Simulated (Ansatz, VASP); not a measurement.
One calculation of Pt, two programs

```
Pt
1.0
     0.00000   -3.13897    0.00000
    -3.13897    0.00000    0.00000
     0.00000    0.00000   -3.13897
Pt
2
Direct
  0.48621 0.48621 0.48621
  0.01379 0.01379 0.01379
```

Change from the starting cell: mode 4 (144.5 1/cm) frozen in, largest displacement +0.075 Å.

Alike in both runs: task single point; functional r2SCAN; k mesh 20 × 20 × 20; occupations gaussian, width 0.15 eV; no spin polarisation.

|  | VASP | Ansatz |
| --- | --- | --- |
| version | VASP 6.6.1 | Ansatz 0.2.0 |
| potentials or method | VASP PAW PBE potentials, release 64 (Pt), cutoff 520 eV | scalar-relativistic, plane waves, PAW |
| valence electrons in the cell | 20 | 36 |

VASP gave:

- gap on the k mesh at the Fermi level (eV): none
- pressure (GPa): 3.2
- traceless stress, the component that is largest in VASP (GPa): 1.59
- rms of the force components (eV/Å): 0.738

Question: Which values does Ansatz return?

Answer: gap on the k mesh at the Fermi level (eV): none; pressure (GPa): 2.6; traceless stress, the component that is largest in VASP (GPa): 1.57; rms of the force components (eV/Å): 0.729.

VASP's potentials were made for PBE, not for r2SCAN. Atom by atom the forces differ by 0.009 eV/Å (rms over components). A gap of «none» marks a metal or a gap that the smearing closes. VASP's potentials hold 20 valence electrons a cell and Ansatz's 36, so a difference there can come from the potentials and not from the codes.

Neither program's run includes spin-orbit coupling.
